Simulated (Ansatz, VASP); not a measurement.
Hf2AlN3 in VASP and in Ansatz

Contents of INCAR:

```
SYSTEM = Hf2AlN3
PREC = Accurate
ENCUT = 600
EDIFF = 1E-6
ISMEAR = 0
SIGMA = 0.1
LREAL = .FALSE.
LASPH = .TRUE.
NELM = 80
ALGO = Normal
ISIF = 3
LWAVE = .FALSE.
LCHARG = .FALSE.
GGA = PE
IBRION = 2
NSW = 90
EDIFFG = -0.04
```

File KPOINTS:

```
regular mesh
0
G
  6 6 1
  0 0 0
```

The input POSCAR:

```
Hf2AlN3
1.0
    3.4553225100      0.0000000000      0.0000000000
   -1.7276612500      2.9923970700      0.0000000000
    0.0000000000      0.0000000000     16.5868696000
Hf Al N
4 2 6
Direct
    0.3333333300      0.6666666700      0.3333333300
    0.3333333300      0.6666666700      0.6666666700
    0.6666666700      0.3333333300      0.1666666700
    0.6666666700      0.3333333300      0.8333333300
    0.3333333300      0.6666666700      0.0000000000
    0.6666666700      0.3333333300      0.5000000000
    0.3333333300      0.6666666700      0.1283333300
    0.3333333300      0.6666666700      0.4616666600
    0.3333333300      0.6666666700      0.7950000000
    0.6666666700      0.3333333300      0.2950000000
    0.6666666700      0.3333333300      0.6283333300
    0.6666666700      0.3333333300      0.9616666600
```

Input for Ansatz:

```yaml
crystal:
  lattice:
    - [3.45532251, 0.0, 0.0]
    - [-1.72766125, 2.99239707, 0.0]
    - [0.0, 0.0, 16.5868696]
  atoms:
    - { symbol: Hf, position: [0.33333333, 0.66666667, 0.33333333] }
    - { symbol: Hf, position: [0.33333333, 0.66666667, 0.66666667] }
    - { symbol: Hf, position: [0.66666667, 0.33333333, 0.16666667] }
    - { symbol: Hf, position: [0.66666667, 0.33333333, 0.83333333] }
    - { symbol: Al, position: [0.33333333, 0.66666667, 0.0] }
    - { symbol: Al, position: [0.66666667, 0.33333333, 0.5] }
    - { symbol: "N", position: [0.33333333, 0.66666667, 0.12833333] }
    - { symbol: "N", position: [0.33333333, 0.66666667, 0.46166666] }
    - { symbol: "N", position: [0.33333333, 0.66666667, 0.795] }
    - { symbol: "N", position: [0.66666667, 0.33333333, 0.295] }
    - { symbol: "N", position: [0.66666667, 0.33333333, 0.62833333] }
    - { symbol: "N", position: [0.66666667, 0.33333333, 0.96166666] }
basis:
  ecutwfc: 420
kpoints:
  mp_grid: { grid: [6, 6, 1] }
hamiltonian:
  xc: pbe
scf:
  occupations: { method: gaussian, width: 0.1 }
  lower_state_search: "off"
output:
  forces: true
  stress: true
  eigenvalues: true
relax:
  adjacent_minimum: "off"
  f_tol: 0.04
  max_steps: 70
  cell: { stress_tol: 0.4 }
```

Alike in both runs: task relaxation of cell and atoms; functional PBE; k mesh 6 × 6 × 1; occupations gaussian, width 0.1 eV; no spin polarisation.

```csv
,VASP,Ansatz
version,VASP 6.6.1,Ansatz 0.2.0
potentials or method,"VASP PAW PBE potentials, release 64 (Hf_pv, Al, N), cutoff 600 eV","scalar-relativistic, plane waves, PAW"
valence electrons in the cell,76,140
```

|  | VASP | Ansatz | Ansatz less VASP |
| --- | --- | --- | --- |
| gap on the k mesh at the Fermi level, each at its own relaxed structure (eV) | none | none | - |
| relaxed volume (Å³/atom) | 13.54 | 13.62 | +0.077 |
| relaxed length of the cell vector where the two differ most in proportion (Å) | 3.355 | 3.362 | +0.0065 |

A gap of «none» marks a metal or a gap that the smearing closes. VASP's potentials hold 76 valence electrons a cell and Ansatz's 140, so a difference there can come from the potentials and not from the codes.

The k mesh is coarse, so the values compare programs but aren't converged. Neither program's run includes spin-orbit coupling.
